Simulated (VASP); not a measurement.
# Al16H2O in VASP: notebook

Runs on Al16H2O. Level: LDA. Tasks: single point.

All numbers are computed with VASP 6.6.1; they aren't measurements. Logs are shortened: lines on timing, memory, paths and dates and some standing lists are left out, and cuts for length are marked.

### Step 1. The cell of the first run

The cell holds a slab with vacuum, 19 atoms: a = 8.100 Å, b = 5.728 Å, c = 17.296 Å, α = 90.00°, β = 90.00°, γ = 90.00°.

### Step 2. Single point, LDA

Contents of INCAR:

```
SYSTEM = Al16H2O
PREC = Accurate ; ENCUT = 520
EDIFF = 1E-7 ; ISMEAR = -1
SIGMA = 0.15 ; LREAL = Auto
LASPH = .True. ; NELM = 80
ALGO = Normal ; ISIF = 2
LWAVE = .False. ; LCHARG = .True.
LELF = .True. ; LVHAR = .True.
NBANDS = 43
```

Contents of KPOINTS:

```
Automatic mesh
0
Gamma
  3 4 1
  0 0 0
```

Contents of POSCAR:

```
Al16H2O
1.0
    8.1000000000      0.0000000000      0.0000000000
    0.0000000000      5.7275650000      0.0000000000
    0.0000000000      0.0000000000     17.2956740000
Al O H
16 1 2
Direct
    0.2500000000      0.2500000000      0.0578179000
    0.7500000000      0.2500000000      0.0578179000
    0.2500000000      0.7500000000      0.0578179000
    0.7500000000      0.7500000000      0.0578179000
    0.0002024385      0.0007191681      0.1256432392
    0.5001398272     -0.0001822311      0.1299068564
   -0.0004201998      0.5009421792      0.1277447302
    0.5001143398      0.4984233045      0.1284339622
    0.2484411503      0.2503006032      0.2148547033
    0.7511715608      0.2469041582      0.2187402285
    0.2506896031      0.7494484844      0.2151963757
    0.7474022622      0.7469701697      0.2181083200
    0.0014221239     -0.0102856504      0.2855968429
    0.4961518605     -0.0008500645      0.2896504736
    0.0010011456      0.5017835459      0.2852653892
    0.4966788409      0.4972822669      0.2882969598
    0.0818243827      0.0239826305      0.3916483709
    0.1958445685     -0.0405121174      0.3925720471
    0.0925927916      0.1975394984      0.3962818536
```

Potentials or basis: VASP PAW LDA potentials, release 64 (Al, O, H).

Started as:

```
cat potpaw_LDA.64/Al/POTCAR potpaw_LDA.64/O/POTCAR potpaw_LDA.64/H/POTCAR > POTCAR
mpirun -np 1 vasp_std > vasp.out
```

OUTCAR:

```text
SYSTEM = Al16H2O
   PREC = Accurate
   ENCUT = 520
   EDIFF = 1E-7
   ISMEAR = -1
   LREAL = Auto
   LASPH = .True.
   NELM = 80
   ISIF = 2

 ion  position               nearest neighbor table
   1  0.250  0.250  0.058-   9 2.72   5 2.74   8 2.76   7 2.76   6 2.78   3 2.86   3 2.86
   2  0.750  0.250  0.058-   5 2.74   8 2.76   7 2.76   6 2.78  10 2.78   4 2.86   4 2.86
   3  0.250  0.750  0.058-  11 2.72   5 2.74   7 2.76   8 2.77   6 2.78   1 2.86   1 2.86
   4  0.750  0.750  0.058-   5 2.75   7 2.75   8 2.77  12 2.77   6 2.77   2 2.86   2 2.86
   5  0.000  0.001  0.126-   1 2.74   2 2.74   3 2.74   4 2.75  13 2.77   7 2.86   7 2.87   9 2.91
                            11 2.93  10 2.94  12 2.98
   6  0.500  1.000  0.130-  14 2.76   4 2.77   2 2.78   3 2.78   1 2.78   8 2.86   8 2.87  11 2.88
                             9 2.89  12 2.90  10 2.92
   7  1.000  0.501  0.128-  15 2.72   4 2.75   3 2.76   2 2.76   1 2.76   5 2.86   5 2.87   9 2.90
                            11 2.91  12 2.93  10 2.94
   8  0.500  0.498  0.128-   2 2.76   1 2.76  16 2.77   4 2.77   3 2.77   6 2.86   6 2.87  11 2.90
                             9 2.90  12 2.91  10 2.94
   9  0.248  0.250  0.215-   1 2.72  15 2.75  16 2.77  13 2.78  14 2.79  11 2.86  11 2.87   6 2.89
                             7 2.90   8 2.90   5 2.91
  10  0.751  0.247  0.219-  15 2.75  13 2.76   2 2.78  16 2.78  14 2.79  12 2.86  12 2.86   6 2.92
                             7 2.94   5 2.94   8 2.94
  11  0.251  0.749  0.215-   3 2.72  13 2.73  15 2.75  16 2.77  14 2.77   9 2.86   9 2.87   6 2.88
                             8 2.90   7 2.91   5 2.93
  12  0.747  0.747  0.218-  13 2.74  15 2.75  16 2.76   4 2.77  14 2.79  10 2.86  10 2.86   6 2.90
                             8 2.91   7 2.93   5 2.98
  13  0.001  0.990  0.286-  17 1.96  11 2.73  12 2.74  10 2.76   5 2.77   9 2.78  15 2.79  15 2.93

  14  0.496  0.999  0.290-   6 2.76  11 2.77  12 2.79   9 2.79  10 2.79  16 2.85  16 2.87
  15  0.001  0.502  0.285-   7 2.72  12 2.75  10 2.75  11 2.75   9 2.75  13 2.79  13 2.93
  16  0.497  0.497  0.288-  12 2.76   8 2.77  11 2.77   9 2.77  10 2.78  14 2.85  14 2.87
  17  0.082  0.024  0.392-  18 0.99  19 1.00  13 1.96
  18  0.196  0.959  0.393-  17 0.99
  19  0.093  0.198  0.396-  17 1.00

  LATTYP: Found a simple orthorhombic cell.
 ALAT       =     5.7275650000
 B/A-ratio  =     1.4142135445
 C/A-ratio  =     3.0197254854

  Lattice vectors:

 A1 = (   0.0000000000,  -5.7275650000,   0.0000000000)
 A2 = (   8.1000000000,   0.0000000000,   0.0000000000)
 A3 = (   0.0000000000,   0.0000000000,  17.2956740000)

Analysis of symmetry for initial positions (statically):
=====================================================================
 Subroutine PRICEL returns:
 Original cell was already a primitive cell.

 Routine SETGRP: Setting up the symmetry group for a
 simple orthorhombic supercell.

 Subroutine GETGRP returns: Found  1 space group operations
 (whereof  1 operations were pure point group operations)
 out of a pool of  8 trial point group operations.

The static configuration has the point symmetry C_1 .

Analysis of symmetry for dynamics (positions and initial velocities):
=====================================================================
 Subroutine PRICEL returns:
 Original cell was already a primitive cell.

 Routine SETGRP: Setting up the symmetry group for a
 simple orthorhombic supercell.

 Subroutine GETGRP returns: Found  1 space group operations
 (whereof  1 operations were pure point group operations)
 out of a pool of  8 trial point group operations.

The dynamic configuration has the point symmetry C_1 .

 Subroutine INISYM returns: Found  1 space group operations
 (whereof  1 operations are pure point group operations),
 and found     1 'primitive' translations

----------------------------------------------------------------------------------------

                                     Primitive cell

  volume of cell :     802.4030

  direct lattice vectors                    reciprocal lattice vectors
     8.100000000  0.000000000  0.000000000     0.123456790  0.000000000  0.000000000
     0.000000000  5.727565000  0.000000000     0.000000000  0.174594265  0.000000000
     0.000000000  0.000000000 17.295674000     0.000000000  0.000000000  0.057817926

  length of vectors
     8.100000000  5.727565000 17.295674000     0.123456790  0.174594265  0.057817926

  position of ions in fractional coordinates (direct lattice)
     0.250000000  0.250000000  0.057817900
     0.750000000  0.250000000  0.057817900
     0.250000000  0.750000000  0.057817900
     0.750000000  0.750000000  0.057817900
     0.000202438  0.000719168  0.125643239
     0.500139827  0.999817769  0.129906856
[... 11 lines left out ...]
     0.195844569  0.959487883  0.392572047
     0.092592792  0.197539498  0.396281854

  ion indices of the primitive-cell ions
   primitive index   ion index
                 1           1
                 2           2
                 3           3
                 4           4
                 5           5
                 6           6
[... 11 lines left out ...]
                18          18
                19          19

----------------------------------------------------------------------------------------

 KPOINTS: Automatic mesh

Automatic generation of k-mesh.
 Grid dimensions read from file:
 generate k-points for:    3    4    1

 Generating k-lattice:

  Cartesian coordinates                     Fractional coordinates (reciprocal lattice)
     0.041152263  0.000000000  0.000000000     0.333333333  0.000000000  0.000000000
     0.000000000  0.043648566  0.000000000     0.000000000  0.250000000  0.000000000
     0.000000000  0.000000000  0.057817926     0.000000000  0.000000000  1.000000000

  Length of vectors
     0.041152263  0.043648566  0.057817926

  Shift w.r.t. Gamma in fractional coordinates (k-lattice)
     0.000000000  0.000000000  0.000000000

 Subroutine IBZKPT returns following result:
 ===========================================

 Found      7 irreducible k-points:

 Following reciprocal coordinates:
            Coordinates               Weight
  0.000000  0.000000  0.000000      1.000000
  0.333333  0.000000  0.000000      2.000000
  0.000000  0.250000  0.000000      2.000000
  0.333333  0.250000  0.000000      2.000000
 -0.333333  0.250000  0.000000      2.000000
  0.000000  0.500000  0.000000      1.000000
  0.333333  0.500000  0.000000      2.000000
   k-points           NKPTS =      7   k-points in BZ     NKDIM =      7   number of bands    NBANDS=     43
   number of dos      NEDOS =    301   number of ions     NIONS =     19
   total plane-waves  NPLWV = 403200
   dimension x,y,z NGX =    60 NGY =   48 NGZ =  140
   dimension x,y,z NGXF=   120 NGYF=   96 NGZF=  280
   ions per type =              16   1   2
   NGX,Y,Z   is equivalent  to a cutoff of  12.31, 13.93, 13.46 a.u.
   NGXF,Y,Z  is equivalent  to a cutoff of  24.63, 27.86, 26.91 a.u.
 SYSTEM =  Al16H2O
   PREC   = accura    normal or accurate (medium, high low for compatibility)
   ISTART =      0    job   : 0-new  1-cont  2-samecut
   ICHARG =      2    charge: 1-file 2-atom 10-const
   ISPIN  =      1    spin polarized calculation?
   LNONCOLLINEAR =      F non collinear calculations
   LSORBIT =      F    spin-orbit coupling
   LASPH  =      T    aspherical Exc in radial PAW
   ENCUT  =  520.0 eV  38.22 Ry    6.18 a.u.  15.06 10.65 32.16*2*pi/ulx,y,z
   NELM   =     80;   NELMIN=  2; NELMDL= -5     # of ELM steps
   EDIFF  = 0.1E-06   stopping-criterion for ELM
   LREAL  =      T    real-space projection
   EDIFFG = 0.1E-05   stopping-criterion for IOM
   NSW    =      0    number of steps for IOM
   IBRION =     -1    ionic relax: 0-MD 1-quasi-New 2-CG
   NFREE  =      0    steps in history (QN), initial steepest desc. (CG)
   ISIF   =      2    stress and relaxation
   ISYM   =      2    0-nonsym 1-usesym 2-fastsym
   POTIM  = 0.5000    time-step for ionic-motion
   TEBEG  =    0.0;   TEEND  =   0.0 temperature during run
   PSTRESS=    0.0 pullay stress
   NELECT =      56.0000    total number of electrons
   NUPDOWN=      -1.0000    fix difference up-down
   EMIN   =  10.00;   EMAX   =-10.00  energy-range for DOS
   EFERMI =   0.00;   METHOD = LEGACY
   ISMEAR =    -1;   SIGMA  =   0.15  broadening in eV -4-tet -1-fermi 0-gaus
   EFERMI_NEDOS =   21; number of points for ismear=-14 and -15
   IALGO  =     38    algorithm
   IMIX   =      4    mixing-type and parameters
     AMIX     =   0.40;   BMIX     =  1.00
     AMIX_MAG =   1.60;   BMIX_MAG =  1.00
  volume/ion in A,a.u.               =      42.23       284.99
  Fermi-wavevector in a.u.,A,eV,Ry     =   0.674021  1.273715  6.181183  0.454304
  Thomas-Fermi vector in A             =   1.750615
   LORBIT       =      0    0 simple, 1 ext, 2 COOP (PROOUT), +10 PAW based schemes
   GGA     = CA    functional components
   LHFCALC =     F    Hartree Fock is set to
   AEXX    =    0.0000 exact exchange contribution
   IVDW    =     0    specifies the selected vdW correction
   LEPSILON=     F    determine dielectric tensor
   LRPA    =     F    only Hartree local field effects (RPA)
 non-spin polarized calculation
  energy-cutoff  :      520.00
  volume of cell :      802.40
 maximum number of plane-waves:     21630
   NGX = 31   NGY = 21   NGZ = 65

 number of electron      55.9999999 magnetization

 Free energy of the ion-electron system (eV)
  ---------------------------------------------------
  ext. energy  EPLUGINS =         0.00000000
  ---------------------------------------------------
  free energy    TOTEN  =       -76.45774773 eV

  energy without entropy =      -75.88099456  energy(sigma->0) =      -76.16937115

 E-fermi :   0.0514     XC(G=0):  -4.7727

 val. band max:        0.0188585142   @ k =   0.0000   0.0000   0.0000
 cond. band min:       0.0656086411   @ k =  -0.3333   0.2500   0.0000
 fundamental gap:      0.0467501269
 Fermi energy:         0.0514461193

 k-point     1 :       0.0000    0.0000    0.0000
  band No.  band energies     occupation
      1     -23.2554      2.00000
      2     -11.1733      2.00000
      3     -10.3086      2.00000
      4      -8.7449      2.00000
      5      -8.1042      2.00000
      6      -8.0185      2.00000
[... 32 lines left out ...]
     39       2.3062      0.00000
[... 257 lines left out ...]
     39       2.6573      0.00000
     40       2.7194      0.00000
 [bands above 40 left out]

------------------------ aborting loop because EDIFF is reached ----------------------------------------

  FORCE on cell =-STRESS in cart. coord.  units (eV):
  Direction    XX          YY          ZZ          XY          YZ          ZX
  --------------------------------------------------------------------------------------
  -------------------------------------------------------------------------------------
  Total       -5.6246854    -12.7909048      0.0412070     -0.0347866      0.0278541      0.0187661
  in kB      -11.2309445    -25.5399071      0.0822790     -0.0694592      0.0556169      0.0374708
  external PRESSURE =     -12.2295242 kB  Pullay stress =       0.0000000 kB

 VOLUME and BASIS-vectors are now :
 -----------------------------------------------------------------------------
  energy-cutoff  :      520.00
  volume of cell :      802.40
      direct lattice vectors                 reciprocal lattice vectors
     8.100000000  0.000000000  0.000000000     0.123456790  0.000000000  0.000000000
     0.000000000  5.727565000  0.000000000     0.000000000  0.174594265  0.000000000
     0.000000000  0.000000000 17.295674000     0.000000000  0.000000000  0.057817926

 POSITION                                       TOTAL-FORCE (eV/Angst)
 -----------------------------------------------------------------------------------
      2.02500      1.43189      1.00000         0.038319     -0.011080     -0.089415
      6.07500      1.43189      1.00000        -0.038296      0.004189      0.068188
      2.02500      4.29567      1.00000         0.043002      0.011082     -0.064833
      6.07500      4.29567      1.00000        -0.040886     -0.005814      0.059268
      0.00164      0.00412      2.17308         0.000302      0.000523     -0.002326
      4.05113      5.72652      2.24683        -0.000274     -0.000407     -0.001900
[... 11 lines left out ...]
      1.58634      5.49553      6.78980         0.129503     -0.091157      0.015279
      0.75000      1.13142      6.85396        -0.022628      0.149731      0.023670
 -----------------------------------------------------------------------------------
    total drift:                               -0.005353      0.003639      0.001134

  FREE ENERGIE OF THE ION-ELECTRON SYSTEM (eV)
  ---------------------------------------------------
  free  energy   TOTEN  =       -76.4577477344 eV

  energy  without entropy=      -75.8809945590  energy(sigma->0) =      -76.16937115
```

Wall time 13 min (1 thread of Intel Xeon Platinum 8375C at 2.90GHz (Ice Lake), shared host); peak memory 0.67 GiB.

Results:

| Quantity | Value |
| --- | --- |
| Free energy | -76.4577 eV |
| Largest force | 0.159 eV/Å |
| Band gap on the k mesh | zero (bands 28 and 29 overlap by 0.36 eV) |

Forces on the atoms (eV/Å):
```
Al   0.038 -0.011 -0.089
Al  -0.038  0.004  0.068
Al   0.043  0.011 -0.065
Al  -0.041 -0.006  0.059
Al   0.000  0.001 -0.002
Al   0.000  0.000 -0.002
Al   0.000  0.001 -0.002
Al   0.000 -0.001 -0.001
Al  -0.001  0.000  0.002
Al   0.000  0.000  0.003
Al   0.001 -0.002  0.002
Al   0.000  0.000  0.002
Al  -0.012 -0.004  0.004
Al  -0.001  0.000  0.007
Al   0.001 -0.002  0.008
Al   0.000 -0.001  0.005
O   -0.099 -0.047 -0.037
H    0.130 -0.091  0.015
H   -0.023  0.150  0.024
```

### Step 3. Single point, LDA

Contents of INCAR:

```
SYSTEM = Al16H2O
PREC = Accurate
ENCUT = 520
EDIFF = 1E-7
ISMEAR = -1
SIGMA = 0.15
LREAL = Auto
LASPH = .True.
NELM = 60
ALGO = Normal
ISIF = 2
LWAVE = .False.
LCHARG = .True.
LELF = .True.
LVHAR = .True.
NBANDS = 43
```

Contents of KPOINTS:

```
regular mesh
0
Gamma
  3 4 1
  0 0 0
```

Contents of POSCAR:

```
Al16H2O
1.0
    8.1000000000      0.0000000000      0.0000000000
    0.0000000000      5.7275650000      0.0000000000
    0.0000000000      0.0000000000     17.2956740000
Al O H
16 1 2
Direct
    0.2500000000      0.2500000000      0.0578179300
    0.7500000000      0.2500000000      0.0578179300
    0.2500000000      0.7499999900      0.0578179300
    0.7500000000      0.7499999900      0.0578179300
   -0.0009990183     -0.0059622798      0.1367759812
    0.5027180981      0.0064536147      0.1303021381
   -0.0003351324      0.4976987942      0.1340609879
    0.4995638537      0.5073573987      0.1277086426
    0.2565418713      0.2575350162      0.2144591510
    0.7453237016      0.2457388842      0.2177347670
    0.2656959779      0.7558360302      0.2152795029
    0.7413879614      0.7343988722      0.2171264454
    0.0165806523      0.0584565936      0.3020938824
    0.4966985284      0.0022911042      0.2913820970
    0.0126053627      0.5918017086      0.2926187043
    0.4977744908      0.4990324144      0.2910551638
    0.0317371165      0.3458300509      0.3610138480
   -0.1954026332      0.1116915048      0.3062699478
   -0.0350435539      0.3535062708      0.4081443767
```

Potentials or basis: VASP PAW LDA potentials, release 64 (Al, O, H).

Started as:

```
cat potpaw_LDA.64/Al/POTCAR potpaw_LDA.64/O/POTCAR potpaw_LDA.64/H/POTCAR > POTCAR
mpirun -np 1 vasp_std > vasp.out
```

It took 12 min on 1 thread of Intel Xeon Platinum 8375C at 2.90GHz (Ice Lake), shared host; peak memory 0.67 GiB.

Results (log left out):

- Free energy: -76.8746 eV
- Largest force: 0.150 eV/Å
- Band gap on the k mesh: zero (bands 28 and 29 overlap by 0.42 eV)

Forces on the atoms (eV/Å):
```
Al  -0.099 -0.003 -0.053
Al   0.093  0.090  0.048
Al  -0.098  0.035 -0.008
Al   0.091 -0.117  0.000
Al   0.005  0.000 -0.007
Al   0.001  0.007  0.003
Al   0.001 -0.004 -0.011
Al   0.005 -0.007 -0.004
Al  -0.003 -0.006 -0.018
Al   0.000  0.012 -0.001
Al  -0.003  0.009  0.005
Al   0.001 -0.006 -0.002
Al   0.018 -0.007 -0.005
Al   0.000 -0.003  0.003
Al  -0.002  0.023 -0.007
Al   0.012  0.000  0.006
O    0.044 -0.033 -0.098
H   -0.001  0.000  0.014
H   -0.065  0.010  0.135
```

Levels at points of the mesh, in eV from the Fermi level:
```csv
k point,band 25,band 26,band 27,band 28,band 29,band 30,band 31,band 32
"(0.00, 0.00, 0.00)",-1.21,-0.95,-0.75,-0.52,-0.24,0.20,0.48,0.96
"(0.00, 0.50, 0.00)",-0.88,-0.36,-0.01,0.18,0.36,0.54,0.91,1.08
```
